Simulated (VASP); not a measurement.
# KBr (F-43m) in VASP: settings compared, part 2 of 2

VASP 6.6.1.

**3. Single point, PBE-based screened hybrid with 20 % exact exchange**

Contents of POSCAR:

```
KBr
1.0
    0.0000000000      3.6882992926      3.6882992926
    3.6882992926      0.0000000000      3.6882992926
    3.6882992926      3.6882992926      0.0000000000
K Br
1 1
Direct
    0.0000000000      0.0000000000      0.0000000000
    0.2500000000      0.2500000000      0.2500000000
```

Contents of INCAR.step1:

```
SYSTEM = KBr
PREC     = Accurate       ! precision mode
ENCUT    = 520            ! plane-wave cutoff, eV
EDIFF    = 1E-5           ! SCF threshold, eV
ISMEAR   = 0              ! smearing method
SIGMA    = 0.01           ! smearing width, eV
LREAL    = .FALSE.        ! projectors in reciprocal space
LASPH    = .TRUE.         ! aspherical terms in the spheres
NELM     = 60             ! most SCF steps
ALGO     = Normal         ! electronic algorithm
ISIF     = 2              ! what is computed and relaxed
LWAVE    = .TRUE.         ! write WAVECAR
GGA      = PE             ! functional
NBANDS   = 15             ! bands
```

Contents of INCAR.step2:

```
SYSTEM = KBr
PREC     = Accurate       ! precision mode
ENCUT    = 520            ! plane-wave cutoff, eV
EDIFF    = 1E-6           ! SCF threshold, eV
ISMEAR   = 0              ! smearing method
SIGMA    = 0.01           ! smearing width, eV
LREAL    = .FALSE.        ! projectors in reciprocal space
LASPH    = .TRUE.         ! aspherical terms in the spheres
NELM     = 60             ! most SCF steps
ALGO     = Normal         ! electronic algorithm
ISIF     = 2              ! what is computed and relaxed
LWAVE    = .FALSE.        ! write WAVECAR
LCHARG   = .TRUE.         ! write CHGCAR
GGA      = PE             ! functional
LHFCALC  = .TRUE.         ! exact exchange
AEXX     = 0.2            ! exact-exchange fraction
HFSCREEN = 0.5            ! screening, 1/A
PRECFOCK = Normal       
LELF     = .TRUE.         ! ELF
LVHAR    = .TRUE.       
ISTART   = 1            
NBANDS   = 15             ! bands
```

Contents of KPOINTS:

```
Automatic mesh
0
G
  4 4 4
  0 0 0
```

Potentials or basis: VASP PAW PBE potentials, release 64 (K_sv, Br).

Command:

```
$ cat potpaw_PBE.64/K_sv/POTCAR potpaw_PBE.64/Br/POTCAR > POTCAR
$ cp INCAR.step1 INCAR
$ mpirun -np 1 vasp_std > vasp.out
$ cp INCAR.step2 INCAR
$ mpirun -np 1 vasp_std > vasp.out
```

OUTCAR:

```text
SYSTEM = KBr
   PREC = Accurate
   ENCUT = 520
   EDIFF = 1E-6
   ISMEAR = 0
   LREAL = .FALSE.
   LASPH = .TRUE.
   NELM = 60
   ISIF = 2
   GGA = PE
   LHFCALC = .TRUE.
   AEXX = 0.2
   HFSCREEN = 0.5
   PRECFOCK = Normal
   ISTART = 1

 ion  position               nearest neighbor table
   1  0.000  0.000  0.000-   2 3.19   2 3.19   2 3.19   2 3.19
   2  0.250  0.250  0.250-   1 3.19   1 3.19   1 3.19   1 3.19

  LATTYP: Found a face centered cubic cell.
 ALAT       =     7.3765985852

  Lattice vectors:

 A1 = (   0.0000000000,   3.6882992926,   3.6882992926)
 A2 = (   3.6882992926,   0.0000000000,   3.6882992926)
 A3 = (   3.6882992926,   3.6882992926,   0.0000000000)

Analysis of symmetry for initial positions (statically):
=====================================================================
 Subroutine PRICEL returns:
 Original cell was already a primitive cell.

 Routine SETGRP: Setting up the symmetry group for a
 face centered cubic supercell.

 Subroutine GETGRP returns: Found 24 space group operations
 (whereof 24 operations were pure point group operations)
 out of a pool of 48 trial point group operations.

The static configuration has the point symmetry T_d .

Analysis of symmetry for dynamics (positions and initial velocities):
=====================================================================
 Subroutine PRICEL returns:
 Original cell was already a primitive cell.

 Routine SETGRP: Setting up the symmetry group for a
 face centered cubic supercell.

 Subroutine GETGRP returns: Found 24 space group operations
 (whereof 24 operations were pure point group operations)
 out of a pool of 48 trial point group operations.

The dynamic configuration has the point symmetry T_d .

 Subroutine INISYM returns: Found 24 space group operations
 (whereof 24 operations are pure point group operations),
 and found     1 'primitive' translations

----------------------------------------------------------------------------------------

[... 112 lines left out ...]
   LEPSILON=     F    determine dielectric tensor
   LRPA    =     F    only Hartree local field effects (RPA)
 non-spin polarized calculation
 Gauss-broadening in eV      SIGMA  =   0.01
  energy-cutoff  :      520.00
  volume of cell :      100.35
 maximum number of plane-waves:      2733
 NGX is ok and might be reduce to    40
  NGX = 30; NGY = 30; NGZ = 30

 number of electron      15.9999997 magnetization

 Free energy of the ion-electron system (eV)
  ---------------------------------------------------
  ext. energy  EPLUGINS =         0.00000000
  ---------------------------------------------------
  free energy    TOTEN  =        -6.44088094 eV

  energy without entropy =       -6.44088094  energy(sigma->0) =       -6.44088094

 E-fermi :  -3.4410     XC(G=0):  -5.4595

 val. band max:       -3.5144667762   @ k =  -0.2500   0.2500   0.0000
 cond. band min:       1.2022954420   @ k =   0.0000   0.0000   0.0000
 fundamental gap:      4.7167622182
 Fermi energy:        -3.4410191590

 k-point     1 :       0.0000    0.0000    0.0000
  band No.  band energies     occupation
      1     -32.8529      2.00000
      2     -16.0390      2.00000
      3     -15.3469      2.00000
      4     -15.3469      2.00000
      5     -15.3469      2.00000
      6      -3.5288      2.00000
      7      -3.5288      2.00000
      8      -3.5288      2.00000
      9       1.2023      0.00000
     10       5.7041      0.00000
     11       5.7041      0.00000
     12       6.6524      0.00000
     13       6.6524      0.00000
     14       6.6524      0.00000
[... 113 lines left out ...]
      2     -16.2717      2.00000
      3     -15.3681      2.00000
      4     -15.3624      2.00000
      5     -15.0598      2.00000
      6      -3.7741      2.00000
      7      -3.7124      2.00000
      8      -3.5403      2.00000
      9       3.2637      0.00000
     10       4.1583      0.00000
     11       5.7496      0.00000
     12       5.8341      0.00000
     13       6.4097      0.00000
     14       6.8002      0.00000
     15       7.5342      0.00000

------------------------ aborting loop because EDIFF is reached ----------------------------------------

  FORCE on cell =-STRESS in cart. coord.  units (eV):
  Direction    XX          YY          ZZ          XY          YZ          ZX
  --------------------------------------------------------------------------------------
  -------------------------------------------------------------------------------------
  Total        0.1218309      0.1218309      0.1218309      0.0000000      0.0000000      0.0000000
  in kB        1.9451794      1.9451794      1.9451794      0.0000000      0.0000000      0.0000000
  external PRESSURE =       1.9451794 kB  Pullay stress =       0.0000000 kB

 VOLUME and BASIS-vectors are now :
 -----------------------------------------------------------------------------
  energy-cutoff  :      520.00
  volume of cell :      100.35
      direct lattice vectors                 reciprocal lattice vectors
     0.000000000  3.688299293  3.688299293    -0.135563836  0.135563836  0.135563836
     3.688299293  0.000000000  3.688299293     0.135563836 -0.135563836  0.135563836
     3.688299293  3.688299293  0.000000000     0.135563836  0.135563836 -0.135563836

 POSITION                                       TOTAL-FORCE (eV/Angst)
 -----------------------------------------------------------------------------------
      0.00000      0.00000      0.00000         0.000000      0.000000      0.000000
      1.84415      1.84415      1.84415        -0.000000      0.000000     -0.000000
 -----------------------------------------------------------------------------------
    total drift:                                0.000001     -0.000000     -0.000004

  FREE ENERGIE OF THE ION-ELECTRON SYSTEM (eV)
  ---------------------------------------------------
  free  energy   TOTEN  =        -6.4408809411 eV

  energy  without entropy=       -6.4408809411  energy(sigma->0) =       -6.44088094
```

OSZICAR.step1:

```text
N       E                     dE             d eps       ncg     rms          rms(c)
DAV:   1     0.103543906701E+03    0.10354E+03   -0.64736E+03   240   0.896E+02
DAV:   2     0.196169272061E+01   -0.10158E+03   -0.93083E+02   296   0.206E+02
DAV:   3    -0.603099765849E+01   -0.79927E+01   -0.79615E+01   317   0.550E+01
DAV:   4    -0.635569692251E+01   -0.32470E+00   -0.32455E+00   407   0.934E+00
DAV:   5    -0.635692254385E+01   -0.12256E-02   -0.12256E-02   324   0.711E-01    0.317E+00
DAV:   6    -0.604540731751E+01    0.31152E+00   -0.40784E-01   331   0.266E+00    0.223E+00
DAV:   7    -0.600976961871E+01    0.35638E-01   -0.20579E-01   331   0.212E+00    0.110E+00
DAV:   8    -0.603062695125E+01   -0.20857E-01   -0.25059E-02   332   0.101E+00    0.196E-01
DAV:   9    -0.603259130101E+01   -0.19643E-02   -0.12154E-03   296   0.193E-01    0.133E-01
DAV:  10    -0.603472236892E+01   -0.21311E-02   -0.17449E-03   240   0.224E-01    0.323E-02
DAV:  11    -0.603476033251E+01   -0.37964E-04   -0.97514E-05   310   0.657E-02    0.106E-02
DAV:  12    -0.603477411358E+01   -0.13781E-04   -0.17477E-05   231   0.310E-02    0.625E-03
DAV:  13    -0.603477453404E+01   -0.42046E-06   -0.16335E-06   253   0.768E-03
   1 F= -.60347745E+01 E0= -.60347745E+01  d E =-.180924E-67
```

Wall time 7.5 min (1 thread of Intel Xeon Platinum 8488C (Sapphire Rapids), shared host); peak memory 0.36 GiB.

What came out:

```
Free energy            : -6.4409 eV
Pressure               : 0.2 GPa
Band gap on the k mesh : 4.72 eV (least direct gap 4.73 eV)
```

Caveat: the PAW data sets were made with another functional, which shifts forces and pressure a little. A k mesh can miss the band edges.
